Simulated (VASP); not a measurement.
A run of VASP 6.6.1 is set up as follows.

The input INCAR:

```
SYSTEM = Al32Cu
ALGO = Normal
EDIFF = 1E-6
ENCUT = 520
GGA = PS
ISIF = 2
ISMEAR = 0
LASPH = .TRUE.
LCHARG = .FALSE.
LREAL = Auto
LWAVE = .FALSE.
NBANDS = 76
NELM = 100
PREC = Accurate
SIGMA = 0.15
```

The input KPOINTS:

```
k-points
0
G
  2 2 2
  0 0 0
```

Contents of POSCAR:

```
Al32Cu
1.0
    8.1000000000      0.0000000000      0.0000000000
    0.0000000000      8.1000000000      0.0000000000
    0.0000000000      0.0000000000      8.1000000000
Al Cu
32 1
Direct
    0.5060418519     -0.0030120988     -0.0009074074
    0.7500933333      0.2504662963     -0.0072366667
    0.7500580247      0.0012916049      0.2479151852
   -0.0058248148     -0.0030220988     -0.0009612346
    0.2500670370      0.2577553086     -0.0034749383
    0.5053797531      0.5044020988     -0.0028893827
    0.7500816049      0.7507853086     -0.0065213580
    0.2500913580     -0.0133203704      0.2425158025
    0.5266460494      0.2432313580      0.2463686420
    0.7500590123      0.4998569136      0.2457341975
    0.5204390123     -0.0089416049      0.5067092593
    0.7500069136      0.2536486420      0.5071546914
    0.7500824691     -0.0025951852      0.7558301235
   -0.0051909877      0.5042392593     -0.0027418519
    0.2500412346      0.7441851852     -0.0292583951
   -0.0265616049      0.2430449383      0.2464476543
    0.2501970370      0.5986209877      0.2467633333
    0.5241562963      0.7610254321      0.2484983951
   -0.0204995062     -0.0089761728      0.5067427160
    0.2498679012      0.1961981481      0.5431319753
    0.4873156790      0.4943592593      0.4894755556
    0.7500033333      0.7352509877      0.5038139506
    0.2501513580     -0.0039225926      0.7807195062
    0.5058275309      0.2473823457      0.7547203704
    0.7500091358      0.4984517284      0.7486512346
   -0.0238775309      0.7610579012      0.2485564198
    0.0128090123      0.4942491358      0.4894295062
    0.2499577778      0.7742338272      0.5228733333
   -0.0057640741      0.2472735802      0.7548429630
    0.2501149383      0.4907992593      0.7426862963
    0.5062872840      0.7444554321      0.7464034568
   -0.0062046914      0.7445207407      0.7464445679
    0.2499709877      0.3207492593      0.2922275309
```

Potentials or basis: VASP PAW PBE potentials, release 64 (Al, Cu).

Command:

```bash
$ cat potpaw_PBE.64/Al/POTCAR potpaw_PBE.64/Cu/POTCAR > POTCAR
$ mpirun -np 1 vasp_std > vasp.out
```

Q: Estimate the largest force.

A: 0.426 eV/Å.

Q: Predict the band gap on the k mesh.

A: Zero (an odd number of electrons rules out a gap without spin polarisation).

Q: Predict the pressure.

A: 1.7 GPa.

Stress tensor (GPa, compression positive):
```
 1.64  0.00  0.00
 0.00  1.59 -1.00
 0.00 -1.00  2.01
```

Caveat: the k points lie up to 0.39 Å⁻¹ apart, too coarse for converged energies and pressures of a metal; the PAW data sets were made with another functional, which shifts forces and pressure a little.
